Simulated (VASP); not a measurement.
Wanted: the native input for a VASP 6.6.1 run.

```
Task                   : single point
Functional             : r2SCAN
Potentials or basis    : VASP PAW PBE potentials, release 64 (Cs_sv)
Cutoff                 : 520 eV
k mesh                 : 6 × 6 × 2
Occupations            : gaussian, width 0.15 eV
Spin                   : no spin polarisation
Dipole correction      : no
Further INCAR settings : ALGO = Normal; EDIFF = 1e-07; NBANDS = 16
```

The system is Cs.

```
Cs
1.0
     5.39224    0.00000    0.00000
    -2.69612    4.66982    0.00000
     0.00000    0.00000    9.86586
Cs
2
Direct
  0.33333 0.66667 0.25000
  0.66667 0.33333 0.75000
```

This isn't the form of Cs at room conditions, which is bcc.

This cell differs from its parent crystal: ratio of the length along z to the lengths across it x 1.1, volume and fractional coordinates fixed.

One way to write it, as run:

POSCAR

```
Cs
1.0
    5.3922438014      0.0000000000      0.0000000000
   -2.6961219007      4.6698201154      0.0000000000
    0.0000000000      0.0000000000      9.8658558888
Cs
2
Direct
    0.3333333333      0.6666666667      0.2500000000
    0.6666666667      0.3333333333      0.7500000000
```

INCAR.step1

```
ALGO = Normal
EDIFF = 1E-4
ENCUT = 520
GGA = PE
ISMEAR = 0
LASPH = True
LCHARG = False
LREAL = False
LWAVE = True
NBANDS = 16
NELM = 80
PREC = Accurate
SIGMA = 0.15
```

INCAR.step2

```
ALGO = Normal
EDIFF = 1E-7
ENCUT = 520
ISIF = 2
ISMEAR = 0
ISTART = 1
LASPH = True
LCHARG = False
LMIXTAU = True
LREAL = False
LWAVE = False
METAGGA = R2SCAN
NBANDS = 16
NELM = 80
PREC = Accurate
SIGMA = 0.15
```

KPOINTS

```
k-points
0
Gamma
  6 6 2
```

Potentials or basis: VASP PAW PBE potentials, release 64 (Cs_sv).

Command:

```console
$ cat potpaw_PBE.64/Cs_sv/POTCAR > POTCAR
$ cp INCAR.step1 INCAR
$ mpirun -np 1 vasp_std > vasp.out
$ cp INCAR.step2 INCAR
$ mpirun -np 1 vasp_std > vasp.out
```

Results of the run:

- Pressure: 0.0 GPa
- Band gap on the k mesh: zero (bands 9 and 10 overlap by 2.04 eV)

Caveat: the PAW data sets were made with another functional, which shifts forces and pressure a little; spin-orbit coupling is left out, which moves the levels of the heavy elements.

Wall time 2.4 min on 1 thread of Intel(R) Xeon(R) 6975P-C (Granite Rapids), with other jobs on the host, peak memory 0.38 GiB.
